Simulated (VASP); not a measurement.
Set up this calculation in VASP 6.6.1, as the native input.

| Quantity | Value |
| --- | --- |
| Task | single point |
| Functional | PBEsol |
| Potentials or basis | VASP PAW PBE potentials, release 64 (Ti_sv, C) |
| Cutoff | 520 eV |
| k mesh | 18 × 18 × 18 |
| Occupations | gaussian, width 0.15 eV |
| Spin | no spin polarisation |
| Dipole correction | no |
| Further INCAR settings | ALGO = Normal; EDIFF = 1e-06; NBANDS = 15 |

The structure of TiC lies in POSCAR:

```
TiC
1.0
    0.0000000000      2.1964600000      2.0990800000
    2.1964600000      0.0000000000      2.0990800000
    2.1964600000      2.1964600000      0.0000000000
Ti C
1 1
Direct
    0.0000000000      0.0000000000      0.0000000000
    0.5000000000      0.5000000000      0.5000000000
```

This cell differs from its parent crystal: strain +0.015 along x and y, -0.030 along z.

The input as run:

INCAR

```
SYSTEM = TiC
PREC = Accurate
ENCUT = 520
EDIFF = 1E-6
ISMEAR = 0
SIGMA = 0.15
LREAL = .FALSE.
LASPH = .TRUE.
NELM = 100
ALGO = Normal
ISIF = 2
LWAVE = .FALSE.
LCHARG = .FALSE.
GGA = PS
NBANDS = 15
```

KPOINTS

```
regular mesh
0
G
  18 18 18
  0 0 0
```

Potentials or basis: VASP PAW PBE potentials, release 64 (Ti_sv, C).

Launch:

```sh
$ cat potpaw_PBE.64/Ti_sv/POTCAR potpaw_PBE.64/C/POTCAR > POTCAR
$ mpirun -np 1 vasp_std > vasp.out
```

Results of the run:

| Property | Result |
| --- | --- |
| Pressure | -4.7 GPa |
| Band gap on the k mesh | zero (bands 8 and 9 overlap by 1.61 eV) |

Caveat: the cell differs from its parent crystal (strain +0.015 along x and y, -0.030 along z); the stress differs along the axes, from -11 to 8 GPa; the PAW data sets were made with another functional, which shifts forces and pressure a little.

It took 2.8 min on 1 thread of Intel Xeon 8259CL (shared host), peak memory 0.26 GiB.
